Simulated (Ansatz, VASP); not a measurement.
# GdO in VASP and in Ansatz

```
Gd O
1.0
     0.00000    2.69932    2.69932
     2.69932    0.00000    2.69932
     2.69932    2.69932    0.00000
Gd O
1 1
Direct
  0.00000 0.00000 0.00000
  0.25000 0.25000 0.25000
```

Alike in both runs: task single point; functional PBE; k mesh 6 × 6 × 6; occupations gaussian, width 0.05 eV; collinear spin.

```csv
,VASP,Ansatz
version,VASP 6.6.1,Ansatz 0.2.0
potentials or method,"VASP PAW PBE potentials, release 64 (Gd, O), cutoff 600 eV","scalar-relativistic, plane waves, PAW"
valence electrons in the cell,24,24
```

VASP gave:

```
gap on the k mesh at the Fermi level (eV)                     : none
pressure (GPa)                                                : -0.6
net moment per atom (μB)                                      : 3.76
size of the moment on the site where the two differ most (μB) : 6.86
```

Question: What did Ansatz give for the same quantities?

Answer: gap on the k mesh at the Fermi level (eV): none; pressure (GPa): -0.6; net moment per atom (μB): 3.74; size of the moment on the site where the two differ most (μB): 6.81.

Site moments also hang on the region over which each program counts them. A gap of «none» marks a metal or a gap that the smearing closes.

Spin-orbit coupling is off throughout.
